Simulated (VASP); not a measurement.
# Al (a cell with a defect) in VASP: single point with PBE

Aim: the single point of Al (a cell with a defect) with PBE.

Program: VASP 6.6.1. These are calculated values, not measurements. Logs are shortened: lines on timing, memory, paths and dates and some standing lists are left out, and cuts for length are marked.

## 1. The cell of the first run

The cell holds a defect, 33 atoms: a = 8.100 Å, b = 8.100 Å, c = 8.100 Å, α = 90.00°, β = 90.00°, γ = 90.00°.

## 2. Single point, PBE

INCAR

```
PREC     = Accurate       # precision mode
ENCUT    = 520            # plane-wave cutoff, eV
EDIFF    = 1E-7           # SCF threshold, eV
ISMEAR   = -1             # smearing method
SIGMA    = 0.1            # smearing width, eV
LREAL    = Auto         
LASPH    = T              # aspherical terms in the spheres
NELM     = 60             # most SCF steps
ALGO     = Normal         # electronic algorithm
ISIF     = 2              # what is computed and relaxed
LWAVE    = F              # write WAVECAR
LCHARG   = F              # write CHGCAR
GGA      = PE             # functional
NBANDS   = 72             # bands
```

KPOINTS

```
regular mesh
0
Gamma
  3 3 3
```

POSCAR

```
Al
1.0
    8.1000000000      0.0000000000      0.0000000000
    0.0000000000      8.1000000000      0.0000000000
    0.0000000000      0.0000000000      8.1000000000
Al
33
Direct
    0.4995548148      0.0011225926     -0.0002933333
    0.7490246914      0.2508798765     -0.0126948148
    0.7490719753     -0.0162846914      0.2494556790
    0.0013687654      0.0025656790      0.0009928395
    0.2513507407      0.2430219753     -0.0653707407
    0.4921445679      0.4937662963      0.0068307407
    0.7507343210      0.7460067901     -0.0041906173
    0.2513396296     -0.0384433333      0.2533791358
    0.5517765432      0.2428887654      0.2535461728
    0.7490116049      0.5110306173      0.2494717284
    0.5027732099     -0.0022934568      0.5025353086
    0.7490753086      0.2508900000      0.5152113580
    0.7507697531     -0.0063074074      0.7519304938
    0.0086865432      0.4924143210      0.0082095062
    0.2497886420      0.7547634568     -0.0140485185
   -0.0591525926      0.2429266667      0.2534970370
    0.2513004938      0.5763445679      0.2533165432
    0.5158250617      0.7546214815      0.2494701235
   -0.0018888889     -0.0009938272      0.5012879012
    0.2513985185      0.2429639506      0.5464237037
    0.4959381481      0.4973267901      0.4955637037
    0.7507745679      0.7459209877      0.5056003704
    0.2497901235     -0.0165546914      0.7476079012
    0.5148291358      0.2508862963      0.7475940741
    0.7507259259      0.5030593827      0.7518469136
   -0.0148546914      0.7547033333      0.2494650617
    0.0050338272      0.4959446914      0.4940453086
    0.2497964198      0.7545891358      0.5164683951
   -0.0138288889      0.2508832099      0.7475425926
    0.2497920988      0.5113493827      0.7474740741
    0.5052274074      0.7459298765      0.7519304938
   -0.0046665432      0.7459788889      0.7518872840
    0.2449113580      0.2761704938      0.2369613580
```

Potentials or basis: VASP PAW PBE potentials, release 64 (Al).

The run is started by

```
$ cat potpaw_PBE.64/Al/POTCAR > POTCAR
$ mpirun -np 1 vasp_std > vasp.out
```

OUTCAR:

```text
PREC = Accurate
   ENCUT = 520
   EDIFF = 1E-7
   ISMEAR = -1
   LREAL = Auto
   LASPH = T
   NELM = 60
   ISIF = 2
   GGA = PE

 ion  position               nearest neighbor table
   1  0.500  0.001  1.000-  15 2.84  18 2.85   5 2.86  13 2.86   2 2.86   3 2.86   9 2.87  24 2.88
                            23 2.88  31 2.88   8 2.89   7 2.90
   2  0.749  0.251  0.987-  16 2.66   9 2.68  24 2.71  29 2.73  25 2.79  13 2.82   1 2.86   6 2.87
                             4 2.87  14 2.88  10 2.99   3 3.03
   3  0.749  0.984  0.249-  16 2.61   9 2.64  18 2.65  26 2.66   7 2.82  22 2.83  11 2.86   1 2.86
                            19 2.87   4 2.87   2 3.03  12 3.05
   4  0.001  0.003  0.001-  15 2.84  26 2.85   5 2.86  13 2.86  16 2.87   2 2.87   3 2.87  29 2.88
                            23 2.88   8 2.90  32 2.90   7 2.91
   5  0.251  0.243  0.935-  33 2.46  23 2.59  24 2.62  29 2.63  30 2.65   1 2.86   4 2.86   6 2.88
                            14 2.88  20 3.14
   6  0.492  0.494  0.007-  10 2.87   2 2.87  17 2.87   5 2.88  30 2.88  24 2.88  15 2.89   9 2.89
                            18 2.89  31 2.91   7 2.93  25 2.94  33 3.25
   7  0.751  0.746  0.996-  25 2.79  32 2.80  26 2.80  10 2.80  18 2.80  31 2.80  13 2.82   3 2.82
                             1 2.90   4 2.91   6 2.93  14 2.93
   8  0.251  0.962  0.253-  33 2.55  28 2.71  18 2.72  26 2.73  15 2.74  11 2.88  19 2.89   1 2.89
                             4 2.90  17 3.12  20 3.29   9 3.33
   9  0.552  0.243  0.254-  33 2.50   3 2.64  12 2.66   2 2.68  10 2.70  11 2.86   1 2.87  21 2.88
[... 35 lines left out ...]
  27  0.005  0.496  0.494-  30 2.86  29 2.86  17 2.86  10 2.87  16 2.88  12 2.88  26 2.89  22 2.89
                            28 2.89  20 2.89  32 2.91  25 2.93  33 3.36
  28  0.250  0.755  0.516-  17 2.57  23 2.63   8 2.71  30 2.72  32 2.81  31 2.81  11 2.84  19 2.84
                            21 2.89  27 2.89  26 3.05  18 3.05
  29  0.986  0.251  0.748-   5 2.63  12 2.69  20 2.70   2 2.73  25 2.79  13 2.82  19 2.85  27 2.86
                             4 2.88  14 2.88  30 3.00  23 3.04
  30  0.250  0.511  0.747-   5 2.65  20 2.72  28 2.72  15 2.76  32 2.80  31 2.81  21 2.86  27 2.86
                             6 2.88  14 2.88  29 3.00  24 3.01
  31  0.505  0.746  0.752-  25 2.80   7 2.80  15 2.81  30 2.81  28 2.81  22 2.82  13 2.83  23 2.83
                            11 2.87   1 2.88  21 2.89   6 2.91
  32  0.995  0.746  0.752-  25 2.79   7 2.80  15 2.80  30 2.80  28 2.81  22 2.81  23 2.82  13 2.82
                            19 2.88   4 2.90  27 2.91  14 2.92
  33  0.245  0.276  0.237-  17 2.44   5 2.46  16 2.48   9 2.50  20 2.52   8 2.55  14 3.19   6 3.25
                            27 3.36

  LATTYP: Found a simple cubic cell.
 ALAT       =     8.1000000000

  Lattice vectors:

 A1 = (   8.1000000000,   0.0000000000,   0.0000000000)
 A2 = (   0.0000000000,   8.1000000000,   0.0000000000)
 A3 = (   0.0000000000,   0.0000000000,   8.1000000000)

Analysis of symmetry for initial positions (statically):
=====================================================================
 Subroutine PRICEL returns:
 Original cell was already a primitive cell.

 Routine SETGRP: Setting up the symmetry group for a
 simple cubic supercell.

 Subroutine GETGRP returns: Found  1 space group operations
 (whereof  1 operations were pure point group operations)
 out of a pool of 48 trial point group operations.

The static configuration has the point symmetry C_1 .

Analysis of symmetry for dynamics (positions and initial velocities):
=====================================================================
 Subroutine PRICEL returns:
 Original cell was already a primitive cell.

 Routine SETGRP: Setting up the symmetry group for a
 simple cubic supercell.

 Subroutine GETGRP returns: Found  1 space group operations
 (whereof  1 operations were pure point group operations)
 out of a pool of 48 trial point group operations.

The dynamic configuration has the point symmetry C_1 .

 Subroutine INISYM returns: Found  1 space group operations
 (whereof  1 operations are pure point group operations),
 and found     1 'primitive' translations

----------------------------------------------------------------------------------------

                                     Primitive cell

  volume of cell :     531.4410

  direct lattice vectors                    reciprocal lattice vectors
     8.100000000  0.000000000  0.000000000     0.123456790  0.000000000  0.000000000
     0.000000000  8.100000000  0.000000000     0.000000000  0.123456790  0.000000000
     0.000000000  0.000000000  8.100000000     0.000000000  0.000000000  0.123456790

[... 86 lines left out ...]
     0.000000000  0.041152263  0.000000000     0.000000000  0.333333333  0.000000000
     0.000000000  0.000000000  0.041152263     0.000000000  0.000000000  0.333333333

  Length of vectors
     0.041152263  0.041152263  0.041152263

  Shift w.r.t. Gamma in fractional coordinates (k-lattice)
     0.000000000  0.000000000  0.000000000

 Subroutine IBZKPT returns following result:
 ===========================================

 Found     14 irreducible k-points:

 Following reciprocal coordinates:
            Coordinates               Weight
  0.000000  0.000000  0.000000      1.000000
  0.333333  0.000000  0.000000      2.000000
  0.000000  0.333333  0.000000      2.000000
  0.000000  0.000000  0.333333      2.000000
  0.333333  0.333333  0.000000      2.000000
  0.000000  0.333333  0.333333      2.000000
  0.333333  0.000000  0.333333      2.000000
 -0.333333  0.333333  0.000000      2.000000
 -0.333333  0.000000  0.333333      2.000000
  0.000000 -0.333333  0.333333      2.000000
  0.333333  0.333333  0.333333      2.000000
 -0.333333  0.333333  0.333333      2.000000
 -0.333333 -0.333333  0.333333      2.000000
  0.333333 -0.333333  0.333333      2.000000
   k-points           NKPTS =     14   k-points in BZ     NKDIM =     14   number of bands    NBANDS=     72
   number of dos      NEDOS =    301   number of ions     NIONS =     33
   total plane-waves  NPLWV = 216000
   dimension x,y,z NGX =    60 NGY =   60 NGZ =   60
   dimension x,y,z NGXF=   120 NGYF=  120 NGZF=  120
   ions per type =              33
   NGX,Y,Z   is equivalent  to a cutoff of  12.31, 12.31, 12.31 a.u.
   NGXF,Y,Z  is equivalent  to a cutoff of  24.63, 24.63, 24.63 a.u.
 SYSTEM =  unknown system
   PREC   = accura    normal or accurate (medium, high low for compatibility)
   ISTART =      0    job   : 0-new  1-cont  2-samecut
   ICHARG =      2    charge: 1-file 2-atom 10-const
   ISPIN  =      1    spin polarized calculation?
   LNONCOLLINEAR =      F non collinear calculations
   LSORBIT =      F    spin-orbit coupling
   LASPH  =      T    aspherical Exc in radial PAW
   ENCUT  =  520.0 eV  38.22 Ry    6.18 a.u.  15.06 15.06 15.06*2*pi/ulx,y,z
   NELM   =     60;   NELMIN=  2; NELMDL= -5     # of ELM steps
   EDIFF  = 0.1E-06   stopping-criterion for ELM
   LREAL  =      T    real-space projection
   EDIFFG = 0.1E-05   stopping-criterion for IOM
   NSW    =      0    number of steps for IOM
   IBRION =     -1    ionic relax: 0-MD 1-quasi-New 2-CG
   NFREE  =      0    steps in history (QN), initial steepest desc. (CG)
   ISIF   =      2    stress and relaxation
   ISYM   =      2    0-nonsym 1-usesym 2-fastsym
   POTIM  = 0.5000    time-step for ionic-motion
   TEBEG  =    0.0;   TEEND  =   0.0 temperature during run
   PSTRESS=    0.0 pullay stress
   NELECT =      99.0000    total number of electrons
   NUPDOWN=      -1.0000    fix difference up-down
   EMIN   =  10.00;   EMAX   =-10.00  energy-range for DOS
   EFERMI =   0.00;   METHOD = LEGACY
   ISMEAR =    -1;   SIGMA  =   0.10  broadening in eV -4-tet -1-fermi 0-gaus
   EFERMI_NEDOS =   21; number of points for ismear=-14 and -15
   IALGO  =     38    algorithm
   IMIX   =      4    mixing-type and parameters
     AMIX     =   0.40;   BMIX     =  1.00
     AMIX_MAG =   1.60;   BMIX_MAG =  1.00
  volume/ion in A,a.u.               =      16.10       108.68
  Fermi-wavevector in a.u.,A,eV,Ry     =   0.934978  1.766853 11.894002  0.874184
  Thomas-Fermi vector in A             =   2.061839
   LORBIT       =      0    0 simple, 1 ext, 2 COOP (PROOUT), +10 PAW based schemes
   GGA     = PE    functional components
   LHFCALC =     F    Hartree Fock is set to
   AEXX    =    0.0000 exact exchange contribution
   IVDW    =     0    specifies the selected vdW correction
   LEPSILON=     F    determine dielectric tensor
   LRPA    =     F    only Hartree local field effects (RPA)
 non-spin polarized calculation
  energy-cutoff  :      520.00
  volume of cell :      531.44
 maximum number of plane-waves:     14358
   NGX = 31   NGY = 31   NGZ = 31

 number of electron      99.0000000 magnetization

 Free energy of the ion-electron system (eV)
  ---------------------------------------------------
  ext. energy  EPLUGINS =         0.00000000
  ---------------------------------------------------
  free energy    TOTEN  =      -121.62910706 eV

  energy without entropy =     -121.40258420  energy(sigma->0) =     -121.51584563

 E-fermi :   8.2692     XC(G=0): -10.2730

 val. band max:        8.1490680792   @ k =   0.0000   0.0000   0.0000
 cond. band min:       8.2799088280   @ k =   0.3333   0.0000   0.3333
 fundamental gap:      0.1308407489
 Fermi energy:         8.2692474804

 k-point     1 :       0.0000    0.0000    0.0000
  band No.  band energies     occupation
      1      -3.0807      2.00000
      2      -1.0843      2.00000
      3      -1.0772      2.00000
      4      -0.8203      2.00000
      5      -0.6892      2.00000
      6      -0.6881      2.00000
[... 885 lines left out ...]
     60       9.8534      0.00000
     61       9.8579      0.00000
 [bands above 61 left out]

------------------------ aborting loop because EDIFF is reached ----------------------------------------

  FORCE on cell =-STRESS in cart. coord.  units (eV):
  Direction    XX          YY          ZZ          XY          YZ          ZX
  --------------------------------------------------------------------------------------
  -------------------------------------------------------------------------------------
  Total       15.6669355     16.2998916     15.8075726      0.0781668      0.2114395     -0.0297970
  in kB       47.2323529     49.1405759     47.6563428      0.2356555      0.6374434     -0.0898314
  external PRESSURE =      48.0097572 kB  Pullay stress =       0.0000000 kB

 VOLUME and BASIS-vectors are now :
 -----------------------------------------------------------------------------
  energy-cutoff  :      520.00
  volume of cell :      531.44
      direct lattice vectors                 reciprocal lattice vectors
     8.100000000  0.000000000  0.000000000     0.123456790  0.000000000  0.000000000
     0.000000000  8.100000000  0.000000000     0.000000000  0.123456790  0.000000000
     0.000000000  0.000000000  8.100000000     0.000000000  0.000000000  0.123456790

 POSITION                                       TOTAL-FORCE (eV/Angst)
 -----------------------------------------------------------------------------------
      4.04639      0.00909      8.09762        -0.003640      0.005536      0.003953
      6.06710      2.03213      7.99717        -0.000169     -0.000714      0.004226
      6.06748      7.96809      2.02059        -0.006356      0.002738     -0.002895
      0.01109      0.02078      0.00804         0.004062      0.002082      0.005899
      2.03594      1.96848      7.57050        -0.000243      0.001225      0.016906
      3.98637      3.99951      0.05533         0.002332      0.003694     -0.002132
[... 25 lines left out ...]
      8.06220      6.04243      6.09029         0.012413     -0.002077     -0.002469
      1.98378      2.23698      1.91939         0.006098     -0.004727      0.001504
 -----------------------------------------------------------------------------------
    total drift:                               -0.009848      0.043400     -0.026095

  FREE ENERGIE OF THE ION-ELECTRON SYSTEM (eV)
  ---------------------------------------------------
  free  energy   TOTEN  =      -121.6291070566 eV

  energy  without entropy=     -121.4025841990  energy(sigma->0) =     -121.51584563
```

Wall time 11 min (1 thread of Intel Xeon Platinum 8259CL at 2.50GHz (Skylake/Cascade Lake), shared host); peak memory 0.64 GiB.

What came out:

- Free energy: -121.6291 eV
- Pressure: 4.8 GPa
- Largest force: 0.017 eV/Å

Forces on the atoms (eV/Å):
```
Al  -0.004  0.006  0.004
Al   0.000 -0.001  0.004
Al  -0.006  0.003 -0.003
Al   0.004  0.002  0.006
Al   0.000  0.001  0.017
Al   0.002  0.004 -0.002
Al   0.000 -0.002  0.013
Al  -0.003 -0.004 -0.003
Al  -0.011  0.003 -0.004
Al  -0.002 -0.002  0.000
Al  -0.003  0.003 -0.002
Al  -0.004  0.003 -0.005
Al  -0.001  0.008  0.002
Al   0.002  0.008 -0.002
Al   0.001 -0.004  0.000
Al   0.015 -0.001 -0.006
Al  -0.001  0.004 -0.005
Al   0.005 -0.003  0.000
Al   0.002  0.000  0.001
Al  -0.001  0.001  0.001
Al  -0.001 -0.002  0.000
Al  -0.001 -0.004 -0.011
Al   0.000  0.000 -0.006
Al  -0.003  0.002 -0.005
Al   0.002 -0.011  0.005
Al  -0.002 -0.002  0.001
Al   0.000 -0.002  0.002
Al  -0.001 -0.001  0.005
Al   0.004  0.001 -0.003
Al  -0.001  0.000  0.000
Al  -0.012 -0.002 -0.003
Al   0.012 -0.002 -0.002
Al   0.006 -0.005  0.002
```

Levels at points of the mesh, in eV from the Fermi level:
```tsv
k point	band 45	band 46	band 47	band 48	band 49	band 50	band 51	band 52	band 53	band 54
(0.00, 0.00, 0.00)	-0.74	-0.47	-0.47	-0.12	0.18	0.20	0.20	0.38	0.47	0.54
```
